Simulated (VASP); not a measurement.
# Ru6N in VASP: notebook, part 2 of 2

VASP 6.6.1. Earlier steps stand in the parts before.

### 3 Single point, PBE

INCAR reads:

```
SYSTEM = Ru6N
ALGO = Fast
DIPOL = 0.5 0.5 0.349
EDIFF = 1E-6
ENCUT = 520
GGA = PE
IDIPOL = 3
ISIF = 2
ISMEAR = 0
LASPH = .True.
LCHARG = .False.
LDIPOL = .True.
LREAL = .False.
LWAVE = .False.
NBANDS = 54
NELM = 100
PREC = Accurate
SIGMA = 0.1
```

KPOINTS reads:

```
k-points
0
Gamma
  10 6 1
  0 0 0
```

POSCAR reads:

```
Ru6N
1.0
    2.7197977462      0.0000000000      0.0000000000
    0.0000000000      4.2966597640      0.0000000000
    0.0000000000      0.0000000000     20.8383397414
Ru N
6 1
Direct
    0.0000000000      0.7500000000      0.1919538720
    0.5000000000      0.2500000000      0.2296314409
    0.5000000000      0.7500000000      0.3049865786
    0.0000000000      0.2500000000      0.3407382302
    0.0000000000      0.7500000000      0.4168575075
    0.5000000000      0.2500000000      0.4481326179
    0.6666666667      0.4500000000      0.5140412065
```

Potentials or basis: VASP PAW PBE potentials, release 64 (Ru_pv, N).

Started as:

```bash
$ cat potpaw_PBE.64/Ru_pv/POTCAR potpaw_PBE.64/N/POTCAR > POTCAR
$ mpirun -np 1 vasp_std > vasp.out
```

OUTCAR:

```text
SYSTEM = Ru6N
   EDIFF = 1E-6
   ENCUT = 520
   GGA = PE
   ISIF = 2
   ISMEAR = 0
   LASPH = .True.
   LREAL = .False.
   NELM = 100
   PREC = Accurate

 ion  position               nearest neighbor table
   1  0.000  0.750  0.192-   2 2.66   2 2.66   2 2.66   2 2.66   3 2.72   3 2.72
   2  0.500  0.250  0.230-   3 2.66   3 2.66   1 2.66   1 2.66   1 2.66   1 2.66   4 2.69   4 2.69

   3  0.500  0.750  0.305-   4 2.65   4 2.65   4 2.65   4 2.65   2 2.66   2 2.66   5 2.70   5 2.70
                             1 2.72   1 2.72
   4  0.000  0.250  0.341-   6 2.62   6 2.62   3 2.65   3 2.65   3 2.65   3 2.65   5 2.67   5 2.67
                             2 2.69   2 2.69
   5  0.000  0.750  0.417-   7 2.57   6 2.62   6 2.62   6 2.62   6 2.62   4 2.67   4 2.67   3 2.70
                             3 2.70
   6  0.500  0.250  0.448-   7 1.68   4 2.62   4 2.62   5 2.62   5 2.62   5 2.62   5 2.62
   7  0.667  0.450  0.514-   6 1.68   5 2.57

  LATTYP: Found a simple orthorhombic cell.
 ALAT       =     2.7197977462
 B/A-ratio  =     1.5797717937
 C/A-ratio  =     7.6617240273

  Lattice vectors:

 A1 = (   2.7197977462,   0.0000000000,   0.0000000000)
 A2 = (   0.0000000000,   4.2966597640,   0.0000000000)
 A3 = (   0.0000000000,   0.0000000000,  20.8383397414)

Analysis of symmetry for initial positions (statically):
=====================================================================
 Subroutine PRICEL returns:
 Original cell was already a primitive cell.

 Routine SETGRP: Setting up the symmetry group for a
 simple orthorhombic supercell.

 Subroutine GETGRP returns: Found  1 space group operations
 (whereof  1 operations were pure point group operations)
 out of a pool of  8 trial point group operations.

The static configuration has the point symmetry C_1 .

Analysis of symmetry for dynamics (positions and initial velocities):
=====================================================================
 Subroutine PRICEL returns:
 Original cell was already a primitive cell.
[... 149 lines left out ...]
 non-spin polarized calculation
 RMM-DIIS sequential band-by-band and
 Gauss-broadening in eV      SIGMA  =   0.10
  energy-cutoff  :      520.00
  volume of cell :      243.52
 maximum number of plane-waves:      6614
   NGX = 11   NGY = 15   NGZ = 77

 dipolmoment           0.000000      0.000000     -0.000090 electrons x Angstroem

 number of electron      89.0000041 magnetization

 dipolmoment           0.000000      0.000000      0.100831 electrons x Angstroem

 Free energy of the ion-electron system (eV)
  ---------------------------------------------------
  ext. energy  EPLUGINS =         0.00000000
  ---------------------------------------------------
  free energy    TOTEN  =       -58.30437448 eV

  energy without entropy =      -58.26189740  energy(sigma->0) =      -58.28313594

 E-fermi :   1.0164     XC(G=0):  -6.0389

 val. band max:        1.0131037842   @ k =   0.5000   0.3333   0.0000
 cond. band min:       1.0174477719   @ k =   0.4000   0.5000   0.0000
 fundamental gap:      0.0043439878
 Fermi energy:         1.0163749040

 k-point     1 :       0.0000    0.0000    0.0000
  band No.  band energies     occupation
      1     -43.3585      2.00000
      2     -42.6302      2.00000
      3     -42.4923      2.00000
      4     -42.3197      2.00000
      5     -42.2537      2.00000
      6     -42.1681      2.00000
[... 1357 lines left out ...]
     53       3.3629      0.00000
     54       4.4368      0.00000

 [... further k-points ...]

------------------------ aborting loop because EDIFF is reached ----------------------------------------

 vacuum level on the upper side and lower side of the slab       (xc-potential included)         0.566        -0.915

  FORCE on cell =-STRESS in cart. coord.  units (eV):
  Direction    XX          YY          ZZ          XY          YZ          ZX
  --------------------------------------------------------------------------------------
  -------------------------------------------------------------------------------------
  Total        0.2424839      0.5579876      0.9946367      0.1169562      0.6343000      1.1233225
  in kB        1.5953754      3.6711694      6.5440165      0.7694901      4.1732518      7.3906793
  external PRESSURE =       3.9368538 kB  Pullay stress =       0.0000000 kB

 VOLUME and BASIS-vectors are now :
 -----------------------------------------------------------------------------
  energy-cutoff  :      520.00
  volume of cell :      243.52
      direct lattice vectors                 reciprocal lattice vectors
     2.719797746  0.000000000  0.000000000     0.367674398  0.000000000  0.000000000
     0.000000000  4.296659764  0.000000000     0.000000000  0.232738931  0.000000000
     0.000000000  0.000000000 20.838339741     0.000000000  0.000000000  0.047988468

 POSITION                                       TOTAL-FORCE (eV/Angst)
 -----------------------------------------------------------------------------------
      0.00000      3.22249      4.00000         0.021084      0.110531      0.834226
      1.35990      1.07416      4.78514        -0.024041     -0.041553     -0.532324
      1.35990      3.22249      6.35541        -0.058822     -0.280363     -0.010530
      0.00000      1.07416      7.10042        -0.177200      0.125138     -1.177276
      0.00000      3.22249      8.68662        -0.278996      0.376024     -0.305015
      1.35990      1.07416      9.33834         0.245773     -0.818602      1.005239
      1.81320      1.93350     10.71177         0.272203      0.528825      0.185681
 -----------------------------------------------------------------------------------
    total drift:                               -0.000034     -0.000108      0.000465

  FREE ENERGIE OF THE ION-ELECTRON SYSTEM (eV)
  ---------------------------------------------------
  free  energy   TOTEN  =       -58.3043744825 eV

  energy  without entropy=      -58.2618973966  energy(sigma->0) =      -58.28313594

 vacuum level on the upper side and lower side of the slab         7.198         5.690
```

OSZICAR:

```text
N       E                     dE             d eps       ncg     rms          rms(c)
DAV:   1     0.917199183031E+03    0.91720E+03   -0.54921E+04  4464   0.154E+03
DAV:   2    -0.235509969608E+02   -0.94075E+03   -0.91412E+03  3798   0.455E+02
DAV:   3    -0.623422185337E+02   -0.38791E+02   -0.37046E+02  4736   0.833E+01
[... 28 lines left out ...]
RMM:  32    -0.583043624879E+02   -0.14763E-04   -0.17254E-06  2356   0.403E-03    0.713E-03
RMM:  33    -0.583043692201E+02   -0.67323E-05   -0.52290E-07  1716   0.210E-03    0.686E-03
RMM:  34    -0.583043723967E+02   -0.31766E-05   -0.97637E-07  2196   0.396E-03    0.175E-03
RMM:  35    -0.583043734991E+02   -0.11024E-05   -0.36474E-07  1565   0.187E-03    0.114E-03
RMM:  36    -0.583043744825E+02   -0.98333E-06   -0.19264E-07  1807   0.159E-03
   1 F= -.58304374E+02 E0= -.58283136E+02  d E =-.424771E-01
```

stdout:

```text
POSCAR found type information on POSCAR RuN
 POSCAR found :  2 types and       7 ions
 scaLAPACK will be used
 LDA part: xc-table for (Slater+PW92), standard interpolation
 POSCAR, INCAR and KPOINTS ok, starting setup
 FFT: planning ... GRIDC
 FFT: planning ... GRID_SOFT
 FFT: planning ... GRID
 WAVECAR not read
 entering main loop
```

Wall time 19 min (1 thread of Oxide Virtual Turin-like, shared host); peak memory 0.46 GiB.

Results:

| Item | Value |
| --- | --- |
| Free energy | -58.3044 eV |
| Largest force | 1.319 eV/Å |
| Band gap on the k mesh | zero (an odd number of electrons rules out a gap without spin polarisation) |

Forces in eV/Å, atoms in the order of the input:
```
Ru   0.021  0.111  0.834
Ru  -0.024 -0.042 -0.532
Ru  -0.059 -0.280 -0.011
Ru  -0.177  0.125 -1.177
Ru  -0.279  0.376 -0.305
Ru   0.246 -0.819  1.005
N    0.272  0.529  0.186
```

Levels at points of the mesh, in eV from the Fermi level:
| k point | band 41 | band 42 | band 43 | band 44 | band 45 | band 46 | band 47 | band 48 | band 49 | band 50 |
| --- | --- | --- | --- | --- | --- | --- | --- | --- | --- | --- |
| (0.00, 0.00, 0.00) | -1.55 | -1.25 | -1.12 | -0.89 | -0.60 | -0.26 | 0.04 | 0.55 | 0.83 | 1.12 |
| (0.50, 0.00, 0.00) | -0.75 | -0.08 | 0.12 | 0.20 | 0.84 | 1.17 | 1.26 | 1.47 | 1.65 | 1.69 |
| (0.00, 0.50, 0.00) | -1.30 | -1.16 | -0.78 | -0.37 | -0.23 | 0.33 | 0.36 | 0.47 | 0.57 | 0.81 |
| (0.50, 0.50, 0.00) | -0.63 | -0.24 | 0.28 | 0.42 | 0.76 | 0.92 | 1.21 | 1.28 | 1.51 | 1.63 |
